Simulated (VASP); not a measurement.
Input of a VASP 6.6.1 run:

INCAR

```
SYSTEM = LaHg2
ALGO = Normal
EDIFF = 1E-6
ENCUT = 520
GGA = CA
ISIF = 2
ISMEAR = -1
LASPH = .True.
LCHARG = .False.
LREAL = .False.
LWAVE = .False.
NBANDS = 24
NELM = 100
PREC = Accurate
SIGMA = 0.05
```

KPOINTS

```
k-points
0
Gamma
  7 7 8
  0 0 0
```

The input POSCAR:

```
LaHg2
1.0
    4.9580000000      0.0000000000      0.0000000000
   -2.4790000000      4.2937539520      0.0000000000
    0.0000000000      0.0000000000      3.6400000000
La Hg
1 2
Direct
    0.0000000000      0.0000000000      0.0000000000
    0.2533333333      0.6266666667      0.5000000000
    0.7466666667      0.3733333333      0.5000000000
```

Potentials or basis: VASP PAW LDA potentials, release 64 (La, Hg).

The run is started by

```bash
$ cat potpaw_LDA.64/La/POTCAR potpaw_LDA.64/Hg/POTCAR > POTCAR
$ mpirun -np 1 vasp_std > vasp.out
```

**Question.** What does it give for the band gap on the k mesh?

**Answer.** Zero (an odd number of electrons rules out a gap without spin polarisation).

**Question.** What does it give for the largest force?

**Answer.** 13.615 eV/Å.

Stress tensor (GPa, compression positive):
```
36.90 20.18  0.00
20.18 13.59  0.00
 0.00  0.00  0.09
```

Caveat: the cell differs from its parent crystal (shortest bond scaled by 0.76); the stress differs along the axes, from 0 to 37 GPa; spin-orbit coupling is left out, which moves the levels of the heavy elements; forces of over 1 eV/Å act on the atoms, so gaps and moduli don't describe the material at rest.
